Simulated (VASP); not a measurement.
# NaCl in VASP: a series of runs

The runs below take NaCl through single point, with PBE.

All numbers are computed with VASP 6.6.1; they aren't measurements. Logs are shortened: lines on timing, memory, paths and dates and some standing lists are left out, and cuts for length are marked.

## (1) The cell of the first run

Symmetry: Fm-3m, No. 225, cubic system. The conventional cell has a = 5.437 Å, b = 5.437 Å, c = 5.437 Å, α = 90.00°, β = 90.00°, γ = 90.00°. Na (site symmetry m-3m) has 6 Cl at 2.72 Å within 3.6 Å. Cl (site symmetry m-3m) has 6 Na at 2.72 Å within 3.6 Å.

## (2) Single point, PBE (strain -0.040 along x and y, -0.040 along z)

The input, INCAR:

```
SYSTEM = NaCl
PREC = Accurate ; ENCUT = 520
EDIFF = 1E-7 ; ISMEAR = 0
SIGMA = 0.05 ; LREAL = .False.
LASPH = .True. ; NELM = 80
ALGO = Normal ; ISIF = 2
LWAVE = .False. ; LCHARG = .False.
GGA = PE ; NBANDS = 14
```

The input, KPOINTS:

```
Automatic mesh
0
Gamma
  8 8 8
  0 0 0
```

The input, POSCAR:

```
NaCl
1.0
    0.0000000000      2.7184800000      2.7184800000
    2.7184800000      0.0000000000      2.7184800000
    2.7184800000      2.7184800000      0.0000000000
Na Cl
1 1
Direct
    0.0000000000      0.0000000000      0.0000000000
    0.5000000000      0.5000000000      0.5000000000
```

Potentials or basis: VASP PAW PBE potentials, release 64 (Na_pv, Cl).

Launch:

```console
> cat potpaw_PBE.64/Na_pv/POTCAR potpaw_PBE.64/Cl/POTCAR > POTCAR
> mpirun -np 1 vasp_std > vasp.out
```

OUTCAR:

```text
SYSTEM = NaCl
   PREC = Accurate
   ENCUT = 520
   EDIFF = 1E-7
   ISMEAR = 0
   LREAL = .False.
   LASPH = .True.
   NELM = 80
   ISIF = 2
   GGA = PE

 ion  position               nearest neighbor table
   1  0.000  0.000  0.000-   2 2.72   2 2.72   2 2.72   2 2.72   2 2.72   2 2.72
   2  0.500  0.500  0.500-   1 2.72   1 2.72   1 2.72   1 2.72   1 2.72   1 2.72

  LATTYP: Found a face centered cubic cell.
 ALAT       =     5.4369600000

  Lattice vectors:

 A1 = (   0.0000000000,   2.7184800000,   2.7184800000)
 A2 = (   2.7184800000,   0.0000000000,   2.7184800000)
 A3 = (   2.7184800000,   2.7184800000,   0.0000000000)

Analysis of symmetry for initial positions (statically):
=====================================================================
 Subroutine PRICEL returns:
 Original cell was already a primitive cell.

 Routine SETGRP: Setting up the symmetry group for a
 face centered cubic supercell.

 Subroutine GETGRP returns: Found 48 space group operations
 (whereof 48 operations were pure point group operations)
 out of a pool of 48 trial point group operations.

The static configuration has the point symmetry O_h .

Analysis of symmetry for dynamics (positions and initial velocities):
=====================================================================
 Subroutine PRICEL returns:
 Original cell was already a primitive cell.

 Routine SETGRP: Setting up the symmetry group for a
 face centered cubic supercell.

 Subroutine GETGRP returns: Found 48 space group operations
 (whereof 48 operations were pure point group operations)
 out of a pool of 48 trial point group operations.

The dynamic configuration has the point symmetry O_h .

 Subroutine INISYM returns: Found 48 space group operations
 (whereof 48 operations are pure point group operations),
 and found     1 'primitive' translations

----------------------------------------------------------------------------------------

                                     Primitive cell

  volume of cell :      40.1799

  direct lattice vectors                    reciprocal lattice vectors
     0.000000000  2.718480000  2.718480000    -0.183926312  0.183926312  0.183926312
     2.718480000  0.000000000  2.718480000     0.183926312 -0.183926312  0.183926312
     2.718480000  2.718480000  0.000000000     0.183926312  0.183926312 -0.183926312

  length of vectors
     3.844511285  3.844511285  3.844511285     0.318569717  0.318569717  0.318569717

  position of ions in fractional coordinates (direct lattice)
     0.000000000  0.000000000  0.000000000
     0.500000000  0.500000000  0.500000000

  ion indices of the primitive-cell ions
   primitive index   ion index
                 1           1
                 2           2

[... 88 lines left out ...]
   IALGO  =     38    algorithm
   IMIX   =      4    mixing-type and parameters
     AMIX     =   0.40;   BMIX     =  1.00
     AMIX_MAG =   1.60;   BMIX_MAG =  1.00
  volume/ion in A,a.u.               =      20.09       135.57
  Fermi-wavevector in a.u.,A,eV,Ry     =   1.151988  2.176942 18.055977  1.327077
  Thomas-Fermi vector in A             =   2.288642
   LORBIT       =      0    0 simple, 1 ext, 2 COOP (PROOUT), +10 PAW based schemes
   GGA     = PE    functional components
   LHFCALC =     F    Hartree Fock is set to
   AEXX    =    0.0000 exact exchange contribution
   IVDW    =     0    specifies the selected vdW correction
   LEPSILON=     F    determine dielectric tensor
   LRPA    =     F    only Hartree local field effects (RPA)
 non-spin polarized calculation
 Gauss-broadening in eV      SIGMA  =   0.05
  energy-cutoff  :      520.00
  volume of cell :       40.18
 maximum number of plane-waves:      1106
 NGX is ok and might be reduce to    30
   NGX = 15   NGY = 15   NGZ = 15

 number of electron      13.9999993 magnetization

 Free energy of the ion-electron system (eV)
  ---------------------------------------------------
  ext. energy  EPLUGINS =         0.00000000
  ---------------------------------------------------
  free energy    TOTEN  =        -6.70179503 eV

  energy without entropy =       -6.70179503  energy(sigma->0) =       -6.70179503

 E-fermi :   0.2664     XC(G=0):  -8.6470

 val. band max:       -0.0440059201   @ k =   0.0000   0.0000   0.0000
 cond. band min:       5.5228719340   @ k =   0.0000   0.0000   0.0000
 fundamental gap:      5.5668778542
 Fermi energy:         0.2664393516

 k-point     1 :       0.0000    0.0000    0.0000
  band No.  band energies     occupation
      1     -20.6753      2.00000
      2     -20.6753      2.00000
      3     -20.6753      2.00000
      4     -12.9791      2.00000
      5      -0.0440      2.00000
      6      -0.0440      2.00000
      7      -0.0440      2.00000
      8       5.5229      0.00000
      9      11.1693      0.00000
     10      11.1693      0.00000
     11      11.1693      0.00000
     12      13.4808      0.00000
     13      13.4808      0.00000
     14      15.2717      0.00000
[... 377 lines left out ...]
      1     -20.7144      2.00000
      2     -20.6882      2.00000
      3     -20.6821      2.00000
      4     -12.4729      2.00000
      5      -2.0056      2.00000
      6      -0.9666      2.00000
      7      -0.5487      2.00000
      8       8.5619      0.00000
      9       9.9164      0.00000
     10      10.7227      0.00000
     11      12.0891      0.00000
     12      14.8771      0.00000
     13      16.3190      0.00000
     14      17.2603      0.00000

 [... further k-points ...]

------------------------ aborting loop because EDIFF is reached ----------------------------------------

  FORCE on cell =-STRESS in cart. coord.  units (eV):
  Direction    XX          YY          ZZ          XY          YZ          ZX
  --------------------------------------------------------------------------------------
  -------------------------------------------------------------------------------------
  Total        1.1398602      1.1398602      1.1398602     -0.0000000      0.0000000     -0.0000000
  in kB       45.4520795     45.4520795     45.4520795     -0.0000000      0.0000000     -0.0000000
  external PRESSURE =      45.4520795 kB  Pullay stress =       0.0000000 kB

 VOLUME and BASIS-vectors are now :
 -----------------------------------------------------------------------------
  energy-cutoff  :      520.00
  volume of cell :       40.18
      direct lattice vectors                 reciprocal lattice vectors
     0.000000000  2.718480000  2.718480000    -0.183926312  0.183926312  0.183926312
     2.718480000  0.000000000  2.718480000     0.183926312 -0.183926312  0.183926312
     2.718480000  2.718480000  0.000000000     0.183926312  0.183926312 -0.183926312

 POSITION                                       TOTAL-FORCE (eV/Angst)
 -----------------------------------------------------------------------------------
      0.00000      0.00000      0.00000        -0.000000     -0.000000      0.000000
      2.71848      2.71848      2.71848         0.000000      0.000000      0.000000
 -----------------------------------------------------------------------------------
    total drift:                               -0.000000      0.000000      0.000000

  FREE ENERGIE OF THE ION-ELECTRON SYSTEM (eV)
  ---------------------------------------------------
  free  energy   TOTEN  =        -6.7017950294 eV

  energy  without entropy=       -6.7017950294  energy(sigma->0) =       -6.70179503
```

It took 22 s on 1 thread of Intel Xeon 8259CL, shared host; peak memory 0.16 GiB.

Results:

```yaml
Free_energy: -6.7018 eV
Pressure: 4.5 GPa
Band_gap_on_the_k_mesh: 5.57 eV
```

Caveat: the cell differs from its parent crystal (strain -0.040 along x and y, -0.040 along z); the cell stands under pressure.

## (3) Single point, PBE (strain +0.000 along x and y, +0.040 along z)

The input, INCAR:

```
SYSTEM = NaCl
  PREC = Accurate
  ENCUT = 520
  EDIFF = 1E-6
  ISMEAR = 0
  SIGMA = 0.05
  LREAL = .FALSE.
  LASPH = .TRUE.
  NELM = 80
  ALGO = Normal
  ISIF = 2
  LWAVE = .FALSE.
  LCHARG = .FALSE.
  GGA = PE
  NBANDS = 14
```

The input, KPOINTS:

```
Automatic mesh
0
G
  8 8 8
  0 0 0
```

The input, POSCAR:

```
NaCl
1.0
    0.0000000000      2.8317500000      2.9450200000
    2.8317500000      0.0000000000      2.9450200000
    2.8317500000      2.8317500000      0.0000000000
Na Cl
1 1
Direct
    0.0000000000      0.0000000000      0.0000000000
    0.5000000000      0.5000000000      0.5000000000
```

Potentials or basis: VASP PAW PBE potentials, release 64 (Na_pv, Cl).

Launch:

```console
> cat potpaw_PBE.64/Na_pv/POTCAR potpaw_PBE.64/Cl/POTCAR > POTCAR
> mpirun -np 1 vasp_std > vasp.out
```

Run time: 36 s. Hardware: 1 thread of Intel Xeon 8259CL, shared host; peak memory 0.18 GiB.

It converged, with:

- Free energy: -6.7719 eV
- Pressure: -0.4 GPa
- Band gap on the k mesh: 4.90 eV

Stress tensor (GPa, compression positive):
```
-0.06  0.00  0.00
 0.00 -0.06  0.00
 0.00  0.00 -1.20
```

Levels at points of the mesh, in eV from the valence-band top:
| k point | band 5 | band 6 | band 7 | band 8 | band 9 | band 10 |
| --- | --- | --- | --- | --- | --- | --- |
| (0.00, 0.00, 0.00) | -0.03 | -0.03 | 0.00 | 4.90 | 10.86 | 11.15 |
| (0.50, 0.00, 0.00) | -1.79 | -0.28 | -0.23 | 7.16 | 10.19 | 10.65 |
| (0.50, 0.50, 0.00) | -1.55 | -0.52 | -0.52 | 7.37 | 8.19 | 10.69 |
| (0.50, 0.00, 0.50) | -1.54 | -0.65 | -0.53 | 7.37 | 8.06 | 11.06 |

Caveat: the cell differs from its parent crystal (strain +0.000 along x and y, +0.040 along z). A k mesh can miss the band edges.
